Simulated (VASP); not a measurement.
Write the native input for VASP 6.6.1 that does the following.

* Task: single point
* Functional: PBEsol
* Potentials or basis: VASP PAW PBE potentials, release 64 (Zn, O_h)
* Cutoff: 910 eV
* k mesh: 9 × 9 × 6
* Occupations: gaussian, width 0.05 eV
* Spin: no spin polarisation
* Dipole correction: no
* Second run: hard_potentials
* Further INCAR settings: ALGO = Normal; EDIFF = 1e-06; NBANDS = 26

The structure of ZnO lies in POSCAR:

```
ZnO
1.0
    3.2309318303      0.0000000000      0.0000000000
   -1.6154659151      2.7980690429      0.0000000000
    0.0000000000      0.0000000000      5.2153681419
Zn O
2 2
Direct
    0.3333333333      0.6666666667      0.0015754469
    0.6666666667      0.3333333333      0.5015754469
    0.3333333333      0.6666666667      0.3352736727
    0.6666666667      0.3333333333      0.8352736727
```

This cell differs from its parent crystal: c/a of the conventional cell at fixed volume 1.6142.

One way to write it, as run:

INCAR

```
PREC     = Accurate       # precision mode
ENCUT    = 910            # plane-wave cutoff, eV
EDIFF    = 1E-6           # SCF threshold, eV
ISMEAR   = 0              # smearing method
SIGMA    = 0.05           # smearing width, eV
LREAL    = F              # projectors in reciprocal space
LASPH    = T              # aspherical terms in the spheres
NELM     = 120            # most SCF steps
ALGO     = Normal         # electronic algorithm
ISIF     = 2              # what is computed and relaxed
LWAVE    = F              # write WAVECAR
LCHARG   = F              # write CHGCAR
GGA      = PS             # functional
NBANDS   = 26             # bands
GGA_COMPAT= F
```

KPOINTS

```
regular mesh
0
Gamma
  9 9 6
```

Potentials or basis: VASP PAW PBE potentials, release 64 (Zn, O_h).

Run with:

```bash
$ cat potpaw_PBE.64/Zn/POTCAR potpaw_PBE.64/O_h/POTCAR > POTCAR
$ mpirun -np 1 vasp_std > vasp.out
```

Results of the run:

```
Pressure               : 7.1 GPa
Largest force          : 3.394 eV/Å
Band gap on the k mesh : 0.91 eV, direct
```

Caveat: the cutoff is under 1.25 times the usual one of these potentials, so pressure, stress and relaxed cells hold a basis-set (Pulay) error; the PAW data sets were made with another functional, which shifts forces and pressure a little.

It took 72 s on 1 thread of Intel(R) Xeon(R) 6975P-C (Granite Rapids), with other jobs on the host, peak memory 0.29 GiB.
